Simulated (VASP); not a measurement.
BaTe:

```
Ba Te
1.0
     0.00000    3.64295    3.53239
     3.64295    0.00000    3.53239
     3.64295    3.64295    0.00000
Ba Te
1 1
Direct
  0.00000 0.00000 0.00000
  0.50000 0.50000 0.50000
```

This cell differs from its parent crystal: biaxial xy strain +3.1%.

Base run:

* Program: VASP 6.6.1
* Functional: PBE
* Potentials or basis: VASP PAW PBE potentials, release 64 (Ba_sv, Te)
* Cutoff: 500 eV
* k mesh: 6 × 6 × 6
* Occupations: fermi-dirac, width 0.02 eV
* Spin: no spin polarisation

Its results: band gap on the k mesh 1.65 eV (least direct gap 2.03 eV); pressure -1.2 GPa.

Q: The run is repeated on the same cell with these changes: functional from PBE to r2SCAN; cutoff from 500 eV to 550 eV; occupations from fermi-dirac, width 0.02 eV to gaussian, width 0.01 eV. What comes out?

A: Band gap on the k mesh 2.00 eV (least direct gap 2.39 eV); pressure -1.3 GPa.

Caveats: spin-orbit coupling is left out, which moves the levels of the heavy elements; the PAW data sets were made with another functional, which shifts forces and pressure a little (at least some runs).

A k mesh can miss the band edges.
